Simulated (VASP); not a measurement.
# Hf (P6_3/mmc) in VASP: a series of runs

Hf is run at these levels: PBE; tasks: single point, relaxation of cell and atoms.

Everything below comes from runs of VASP 6.6.1. Logs are shortened: lines on timing, memory, paths and dates and some standing lists are left out, and cuts for length are marked.

## (1) The cell of the first run

Symmetry: P6_3/mmc, No. 194, hexagonal system. The conventional cell has a = 3.205 Å, b = 3.205 Å, c = 5.068 Å, α = 90.00°, β = 90.00°, γ = 120.00°. Within 4.1 Å of Hf (site symmetry -6m2) lie 12 Hf at 3.14 to 3.20 Å.

## (2) Single point, PBE

Input file INCAR:

```
SYSTEM = Hf
PREC = Accurate
ENCUT = 520
EDIFF = 1E-6
ISMEAR = -1
SIGMA = 0.05
LREAL = .False.
LASPH = .True.
NELM = 80
ALGO = Normal
ISIF = 2
LWAVE = .False.
LCHARG = .False.
GGA = PE
NBANDS = 17
```

Input file KPOINTS:

```
regular mesh
0
Gamma
  15 15 8
  0 0 0
```

Input file POSCAR:

```
Hf
1.0
    3.2046382684      0.0000000000      0.0000000000
   -1.6023191342      2.7752981504      0.0000000000
    0.0000000000      0.0000000000      5.0681353968
Hf
2
Direct
    0.3333333333      0.6666666667      0.2500000000
    0.6666666667      0.3333333333      0.7500000000
```

Potentials or basis: VASP PAW PBE potentials, release 64 (Hf_pv).

On the command line:

```bash
$ cat potpaw_PBE.64/Hf_pv/POTCAR > POTCAR
$ mpirun -np 1 vasp_std > vasp.out
```

OUTCAR:

```text
SYSTEM = Hf
   PREC = Accurate
   ENCUT = 520
   EDIFF = 1E-6
   ISMEAR = -1
   LREAL = .False.
   LASPH = .True.
   NELM = 80
   ISIF = 2
   GGA = PE

 ion  position               nearest neighbor table
   1  0.333  0.667  0.250-   2 3.14   2 3.14   2 3.14   2 3.14   2 3.14   2 3.14
   2  0.667  0.333  0.750-   1 3.14   1 3.14   1 3.14   1 3.14   1 3.14   1 3.14

  LATTYP: Found a hexagonal cell.
 ALAT       =     3.2046382684
 C/A-ratio  =     1.5814999923

  Lattice vectors:

 A1 = (   3.2046382684,   0.0000000000,   0.0000000000)
 A2 = (  -1.6023191342,   2.7752981504,   0.0000000000)
 A3 = (   0.0000000000,   0.0000000000,   5.0681353968)

Analysis of symmetry for initial positions (statically):
=====================================================================
 Subroutine PRICEL returns:
 Original cell was already a primitive cell.

 Routine SETGRP: Setting up the symmetry group for a
 hexagonal supercell.

 Subroutine GETGRP returns: Found 24 space group operations
 (whereof 12 operations were pure point group operations)
 out of a pool of 24 trial point group operations.

The static configuration has the point symmetry D_3d.
 The point group associated with its full space group is D_6h.

Analysis of symmetry for dynamics (positions and initial velocities):
=====================================================================
 Subroutine PRICEL returns:
 Original cell was already a primitive cell.

 Routine SETGRP: Setting up the symmetry group for a
 hexagonal supercell.

 Subroutine GETGRP returns: Found 24 space group operations
 (whereof 12 operations were pure point group operations)
 out of a pool of 24 trial point group operations.

The dynamic configuration has the point symmetry D_3d.
 The point group associated with its full space group is D_6h.

 Subroutine INISYM returns: Found 24 space group operations
 (whereof 12 operations are pure point group operations),
 and found     1 'primitive' translations

----------------------------------------------------------------------------------------

                                     Primitive cell

  volume of cell :      45.0751

  direct lattice vectors                    reciprocal lattice vectors
     3.204638268  0.000000000  0.000000000     0.312047700  0.180160823  0.000000000
    -1.602319134  2.775298150  0.000000000     0.000000000  0.360321647  0.000000000
     0.000000000  0.000000000  5.068135397     0.000000000  0.000000000  0.197311224
[... 83 lines left out ...]
   NELM   =     80;   NELMIN=  2; NELMDL= -5     # of ELM steps
   EDIFF  = 0.1E-05   stopping-criterion for ELM
   LREAL  =      F    real-space projection
   EDIFFG = 0.1E-04   stopping-criterion for IOM
   NSW    =      0    number of steps for IOM
   IBRION =     -1    ionic relax: 0-MD 1-quasi-New 2-CG
   NFREE  =      0    steps in history (QN), initial steepest desc. (CG)
   ISIF   =      2    stress and relaxation
   ISYM   =      2    0-nonsym 1-usesym 2-fastsym
   POTIM  = 0.5000    time-step for ionic-motion
   TEBEG  =    0.0;   TEEND  =   0.0 temperature during run
   PSTRESS=    0.0 pullay stress
   NELECT =      20.0000    total number of electrons
   NUPDOWN=      -1.0000    fix difference up-down
   EMIN   =  10.00;   EMAX   =-10.00  energy-range for DOS
   EFERMI =   0.00;   METHOD = LEGACY
   ISMEAR =    -1;   SIGMA  =   0.05  broadening in eV -4-tet -1-fermi 0-gaus
   EFERMI_NEDOS =   21; number of points for ismear=-14 and -15
   IALGO  =     38    algorithm
   IMIX   =      4    mixing-type and parameters
     AMIX     =   0.40;   BMIX     =  1.00
     AMIX_MAG =   1.60;   BMIX_MAG =  1.00
  volume/ion in A,a.u.               =      22.54       152.09
  Fermi-wavevector in a.u.,A,eV,Ry     =   1.248646  2.359598 21.213060  1.559116
  Thomas-Fermi vector in A             =   2.382723
   LORBIT       =      0    0 simple, 1 ext, 2 COOP (PROOUT), +10 PAW based schemes
   GGA     = PE    functional components
   LHFCALC =     F    Hartree Fock is set to
   AEXX    =    0.0000 exact exchange contribution
   IVDW    =     0    specifies the selected vdW correction
   LEPSILON=     F    determine dielectric tensor
   LRPA    =     F    only Hartree local field effects (RPA)
 non-spin polarized calculation
  energy-cutoff  :      520.00
  volume of cell :       45.08
 maximum number of plane-waves:      1236
 NGX is ok and might be reduce to    24
   NGX = 11   NGY = 11   NGZ = 19

 number of electron      20.0000005 magnetization

 Free energy of the ion-electron system (eV)
  ---------------------------------------------------
  ext. energy  EPLUGINS =         0.00000000
  ---------------------------------------------------
  free energy    TOTEN  =       -19.85625439 eV

  energy without entropy =      -19.84384271  energy(sigma->0) =      -19.85004855

 E-fermi :   4.8741     XC(G=0): -11.2497

 val. band max:        4.8513224733   @ k =   0.1333   0.0000   0.0000
 cond. band min:       4.9010485660   @ k =   0.1333   0.0667   0.2500
 fundamental gap:      0.0497260927
 Fermi energy:         4.8741066029

 k-point     1 :       0.0000    0.0000    0.0000
  band No.  band energies     occupation
      1     -26.2155      2.00000
      2     -25.4884      2.00000
      3     -25.4884      2.00000
      4     -25.3694      2.00000
      5     -25.3633      2.00000
      6     -25.3633      2.00000
[... 457 lines left out ...]
      4     -25.7563      2.00000
      5     -25.6309      2.00000
      6     -25.5753      2.00000
[... 9 lines left out ...]
     16      10.7581      0.00000
     17      11.2096      0.00000

 [... further k-points ...]

------------------------ aborting loop because EDIFF is reached ----------------------------------------

  FORCE on cell =-STRESS in cart. coord.  units (eV):
  Direction    XX          YY          ZZ          XY          YZ          ZX
  --------------------------------------------------------------------------------------
  -------------------------------------------------------------------------------------
  Total       -0.1125599     -0.1125599     -0.1426505     -0.0000000      0.0000000     -0.0000000
  in kB       -4.0008960     -4.0008960     -5.0704569     -0.0000000      0.0000000     -0.0000000
  external PRESSURE =      -4.3574163 kB  Pullay stress =       0.0000000 kB

 VOLUME and BASIS-vectors are now :
 -----------------------------------------------------------------------------
  energy-cutoff  :      520.00
  volume of cell :       45.08
      direct lattice vectors                 reciprocal lattice vectors
     3.204638268  0.000000000  0.000000000     0.312047700  0.180160823  0.000000000
    -1.602319134  2.775298150  0.000000000     0.000000000  0.360321647  0.000000000
     0.000000000  0.000000000  5.068135397     0.000000000  0.000000000  0.197311224

 POSITION                                       TOTAL-FORCE (eV/Angst)
 -----------------------------------------------------------------------------------
     -0.00000      1.85020      1.26703        -0.000000      0.000000      0.000000
      1.60232      0.92510      3.80110         0.000000     -0.000000      0.000000
 -----------------------------------------------------------------------------------
    total drift:                               -0.000000      0.000000     -0.000000

  FREE ENERGIE OF THE ION-ELECTRON SYSTEM (eV)
  ---------------------------------------------------
  free  energy   TOTEN  =       -19.8562543895 eV

  energy  without entropy=      -19.8438427074  energy(sigma->0) =      -19.85004855
```

OSZICAR:

```text
N       E                     dE             d eps       ncg     rms          rms(c)
DAV:   1     0.509914421461E+02    0.50991E+02   -0.11419E+04  4622   0.112E+03
DAV:   2    -0.186594634441E+02   -0.69651E+02   -0.67960E+02  5944   0.250E+02
DAV:   3    -0.205639545065E+02   -0.19045E+01   -0.18863E+01  5848   0.275E+01
DAV:   4    -0.205802016242E+02   -0.16247E-01   -0.16230E-01  5853   0.303E+00
DAV:   5    -0.205803644355E+02   -0.16281E-03   -0.16278E-03  5894   0.267E-01    0.648E+01
DAV:   6    -0.200502613331E+02    0.53010E+00   -0.50043E-01  5504   0.455E+00    0.384E+01
DAV:   7    -0.198667027071E+02    0.18356E+00   -0.84348E-01  5507   0.566E+00    0.187E+00
DAV:   8    -0.198561596585E+02    0.10543E-01   -0.54001E-02  5440   0.150E+00    0.264E-01
DAV:   9    -0.198562655327E+02   -0.10587E-03   -0.11533E-03  6230   0.241E-01    0.187E-01
DAV:  10    -0.198562512483E+02    0.14284E-04   -0.63551E-05  5480   0.529E-02    0.230E-01
DAV:  11    -0.198562542998E+02   -0.30516E-05   -0.64255E-06  5805   0.182E-02    0.116E-02
DAV:  12    -0.198562543895E+02   -0.89735E-07   -0.36734E-07  3249   0.417E-03
   1 F= -.19856254E+02 E0= -.19850049E+02  d E =-.124117E-01
```

Wall time 1.8 min (1 thread of Intel Xeon 8259CL, shared host); peak memory 0.22 GiB.

Results:

- Free energy: -19.8563 eV
- Pressure: -0.4 GPa
- Band gap on the k mesh: zero (bands 10 and 11 overlap by 1.61 eV)

Caveat: spin-orbit coupling is left out, which moves the levels of the heavy elements.

## (3) Relaxation of cell and atoms, PBE

Input file INCAR:

```
SYSTEM = Hf
PREC = Accurate
ENCUT = 600
EDIFF = 1E-6
ISMEAR = -1
SIGMA = 0.05
LREAL = .False.
LASPH = .True.
NELM = 80
ALGO = Normal
ISIF = 3
LWAVE = .False.
LCHARG = .False.
GGA = PE
IBRION = 2
NSW = 60
EDIFFG = -0.005
```

Input file KPOINTS:

```
Automatic mesh
0
Gamma
  15 15 8
  0 0 0
```

Input file POSCAR:

```
Hf
1.0
    3.1801497063      0.0000000000      0.0000000000
   -1.5900748532      2.7540904335      0.0000000000
    0.0000000000      0.0000000000      5.1518425242
Hf
2
Direct
    0.3333333333      0.6666666667      0.2500000000
    0.6666666667      0.3333333333      0.7500000000
```

Potentials or basis: VASP PAW PBE potentials, release 64 (Hf_pv).

On the command line:

```bash
$ cat potpaw_PBE.64/Hf_pv/POTCAR > POTCAR
$ mpirun -np 1 vasp_std > vasp.out
```

OUTCAR:

```text
SYSTEM = Hf
   PREC = Accurate
   ENCUT = 600
   EDIFF = 1E-6
   ISMEAR = -1
   LREAL = .False.
   LASPH = .True.
   NELM = 80
   ISIF = 3
   GGA = PE
   IBRION = 2
   NSW = 60
   EDIFFG = -0.005

 ion  position               nearest neighbor table
   1  0.333  0.667  0.250-   2 3.16   2 3.16   2 3.16   2 3.16   2 3.16   2 3.16
   2  0.667  0.333  0.750-   1 3.16   1 3.16   1 3.16   1 3.16   1 3.16   1 3.16

  LATTYP: Found a hexagonal cell.
 ALAT       =     3.1801497063
 C/A-ratio  =     1.6200000000

  Lattice vectors:

 A1 = (   3.1801497063,   0.0000000000,   0.0000000000)
 A2 = (  -1.5900748532,   2.7540904335,   0.0000000000)
 A3 = (   0.0000000000,   0.0000000000,   5.1518425242)

Analysis of symmetry for initial positions (statically):
=====================================================================
 Subroutine PRICEL returns:
 Original cell was already a primitive cell.

 Routine SETGRP: Setting up the symmetry group for a
 hexagonal supercell.

 Subroutine GETGRP returns: Found 24 space group operations
 (whereof 12 operations were pure point group operations)
 out of a pool of 24 trial point group operations.

The static configuration has the point symmetry D_3d.
 The point group associated with its full space group is D_6h.

Analysis of symmetry for dynamics (positions and initial velocities):
[... 307 lines left out ...]
 Free energy of the ion-electron system (eV)
  ---------------------------------------------------
  ext. energy  EPLUGINS =         0.00000000
  ---------------------------------------------------
  free energy    TOTEN  =       -19.85694581 eV

  energy without entropy =      -19.84457099  energy(sigma->0) =      -19.85075840

 E-fermi :   4.9013     XC(G=0): -11.2677

 val. band max:        4.8899879810   @ k =   0.1333   0.0000   0.0000
 cond. band min:       4.9229992551   @ k =   0.1333   0.0667   0.2500
 fundamental gap:      0.0330112741
 Fermi energy:         4.9012752728

 k-point     1 :       0.0000    0.0000    0.0000
  band No.  band energies     occupation
      1     -26.1857      2.00000
      2     -25.4487      2.00000
      3     -25.4487      2.00000
      4     -25.3268      2.00000
      5     -25.3216      2.00000
      6     -25.3216      2.00000
      7      -2.4746      2.00000
      8       1.1997      2.00000
      9       5.5332      0.00001
     10       6.0728      0.00000
     11       6.0728      0.00000
     12       6.3609      0.00000
     13       6.8932      0.00000
     14       6.8932      0.00000
[... 377 lines left out ...]
      1     -25.9516      2.00000
      2     -25.8097      2.00000
      3     -25.7653      2.00000
      4     -25.7198      2.00000
      5     -25.5926      2.00000
      6     -25.5358      2.00000
      7       2.3149      2.00000
      8       2.7568      2.00000
      9       2.9381      2.00000
     10       3.6594      2.00000
     11       5.2928      0.00080
     12       5.5418      0.00001
     13       6.7516      0.00000
     14       9.9474      0.00000

 [... further k-points ...]

------------------------ aborting loop because EDIFF is reached ----------------------------------------

  FORCE on cell =-STRESS in cart. coord.  units (eV):
  Direction    XX          YY          ZZ          XY          YZ          ZX
  --------------------------------------------------------------------------------------
  -------------------------------------------------------------------------------------
  Total        0.0005248      0.0005248     -0.0035669     -0.0000000      0.0000000      0.0000000
  in kB        0.0187280      0.0187280     -0.1272910     -0.0000000      0.0000000      0.0000000
  external PRESSURE =      -0.0299450 kB  Pullay stress =       0.0000000 kB
[... 17 lines left out ...]
  FREE ENERGIE OF THE ION-ELECTRON SYSTEM (eV)
  ---------------------------------------------------
  free  energy   TOTEN  =       -19.8569458145 eV

  energy  without entropy=      -19.8445709894  energy(sigma->0) =      -19.85075840

 reached required accuracy - stopping structural energy minimisation
```

CONTCAR:

```text
Hf
   1.00000000000000
     3.2011528587209828   -0.0000000000003831    0.0000000000000000
    -1.6005764294111535    2.7722796970564505   -0.0000000000000000
     0.0000000000000000    0.0000000000000000    5.0590137391687771
  Hf
     2
Direct
     0.3333333332999970    0.6666666667000030    0.2500000000000000
     0.6666666667000030    0.3333333332999970    0.7500000000000000

  0.00000000E+00  0.00000000E+00  0.00000000E+00
  0.00000000E+00  0.00000000E+00  0.00000000E+00
```

It took 6.7 min on 1 thread of Intel Xeon 8259CL, shared host; peak memory 0.26 GiB.

What came out:

- Free energy: -19.8569 eV
- Relaxed volume: 22.45 Å³/atom
- Relaxed cell: a = 3.201 Å, b = 3.201 Å, c = 5.059 Å, α = 90.00°, β = 90.00°, γ = 120.00°
- Space group after relaxing (to 0.1 Å): P6_3/mmc (No. 194)
- Energy gained by relaxing: 3.7 meV/atom
- Ionic steps: 5
- Pressure after relaxing: 0.0 GPa
- Band gap on the k mesh: zero (bands 10 and 11 overlap by 1.61 eV)

Step by step:
| step | energy change (eV) | largest force (eV/Å) | pressure (GPa) | volume (Å³) |
| --- | --- | --- | --- | --- |
| 1 | 0.0000 | 0.0000 | -0.56 | 45.12 |
| 2 | -0.0067 | 0.0000 | 0.72 | 44.60 |
| 3 | -0.0067 | 0.0000 | 0.67 | 44.62 |
| 4 | -0.0070 | 0.0000 | -0.51 | 45.11 |
| 5 | -0.0075 | 0.0000 | 0.00 | 44.90 |

Final structure:
```xyz
2
Lattice="3.2012 0.0000 0.0000 -1.6006 2.7723 0.0000 0.0000 0.0000 5.0590" Properties=species:S:1:pos:R:3 pbc="T T T"
Hf    0.0000    1.8482    1.2648
Hf    1.6006    0.9241    3.7943
```

Levels at points of the mesh, in eV from the Fermi level:
```csv
k point,band 8,band 9,band 10,band 11,band 12,band 13
"(0.00, 0.00, 0.00)",-3.70,0.63,1.17,1.17,1.46,1.99
"(0.00, 0.00, 0.50)",-5.40,0.15,0.15,1.06,1.06,1.06
```

Caveat: spin-orbit coupling is left out, which moves the levels of the heavy elements.

## (4) Relaxation of cell and atoms, PBE

Input file INCAR:

```
SYSTEM = Hf
PREC     = Accurate       ! precision mode
ENCUT    = 600            ! plane-wave cutoff, eV
EDIFF    = 1E-6           ! SCF threshold, eV
ISMEAR   = -1             ! smearing method
SIGMA    = 0.05           ! smearing width, eV
LREAL    = .False.        ! projectors in reciprocal space
LASPH    = .True.         ! aspherical terms in the spheres
NELM     = 100            ! most SCF steps
ALGO     = Normal         ! electronic algorithm
ISIF     = 3              ! what is computed and relaxed
LWAVE    = .False.        ! write WAVECAR
LCHARG   = .False.        ! write CHGCAR
GGA      = PE             ! functional
IBRION   = 2              ! ionic algorithm
NSW      = 45             ! ionic steps
EDIFFG   = -0.005         ! ionic threshold
```

KPOINTS is that of step 3.

Input file POSCAR:

```
Hf
1.0
    3.2046382684      0.0000000000      0.0000000000
   -1.6023191342      2.7752981504      0.0000000000
    0.0000000000      0.0000000000      5.0681353968
Hf
2
Direct
    0.3333333333      0.6666666667      0.2500000000
    0.6666666667      0.3333333333      0.7500000000
```

On the command line:

```bash
$ cat potpaw_PBE.64/Hf_pv/POTCAR > POTCAR
$ mpirun -np 1 vasp_std > vasp.out
```

Wall time 5.1 min (1 thread of Intel Xeon 8259CL, shared host); peak memory 0.26 GiB.

The run converged. Its results:

```
Free energy                           : -19.8569 eV
Relaxed volume                        : 22.45 Å³/atom
Relaxed cell                          : a = 3.201 Å, b = 3.201 Å, c = 5.060 Å, α = 90.00°, β = 90.00°, γ = 120.00°
Space group after relaxing (to 0.1 Å) : P6_3/mmc (No. 194)
Energy gained by relaxing             : 0.1 meV/atom
Ionic steps                           : 3
Pressure after relaxing               : 0.0 GPa
Band gap on the k mesh                : zero (bands 10 and 11 overlap by 1.61 eV)
```

Step by step:
```csv
step,energy change (eV),largest force (eV/Å),pressure (GPa),volume (Å³)
1,0.0000,0.0000,-0.43,45.08
2,0.0001,0.0000,0.53,44.68
3,-0.0002,0.0000,0.01,44.89
```

Final structure:
```xyz
2
Lattice="3.2007 0.0000 0.0000 -1.6003 2.7719 0.0000 0.0000 0.0000 5.0602" Properties=species:S:1:pos:R:3 pbc="T T T"
Hf    0.0000    1.8479    1.2650
Hf    1.6003    0.9240    3.7951
```

Levels at points of the mesh, in eV from the Fermi level:
| k point | band 7 | band 8 | band 9 | band 10 | band 11 | band 12 | band 13 | band 14 |
| --- | --- | --- | --- | --- | --- | --- | --- | --- |
| (0.00, 0.00, 0.00) | -7.38 | -3.70 | 0.63 | 1.17 | 1.17 | 1.46 | 1.99 | 1.99 |
| (0.00, 0.00, 0.50) | -5.40 | -5.40 | 0.14 | 0.14 | 1.06 | 1.06 | 1.06 | 1.06 |

Caveat: spin-orbit coupling is left out, which moves the levels of the heavy elements.

## (5) Summary

| task | cell | cutoff (eV) | gap on the mesh (eV) | pressure (GPa) | relaxed volume (Å³/atom) |
| --- | --- | --- | --- | --- | --- |
| single point | a = 3.205, b = 3.205, c = 5.068 Å, angles 90.0, 90.0, 120.0°, 2 atoms | 520 | none | -0.4 | - |
| relaxation of cell and atoms | relaxed from a = 3.180, b = 3.180, c = 5.152 Å, angles 90.0, 90.0, 120.0°, 2 atoms | 600 | none | 0.0 | 22.45 |
| relaxation of cell and atoms | relaxed from a = 3.205, b = 3.205, c = 5.068 Å, angles 90.0, 90.0, 120.0°, 2 atoms | 600 | none | 0.0 | 22.45 |

Alike in all rows: level PBE; potentials or basis VASP PAW PBE potentials, release 64 (Hf_pv); no spin polarisation; k mesh 15 × 15 × 8; smearing fermi-dirac 0.05 eV.

Caveats: spin-orbit coupling is left out, which moves the levels of the heavy elements.

Total energies depend on the potentials used, so only differences within one code and one set of settings carry meaning.
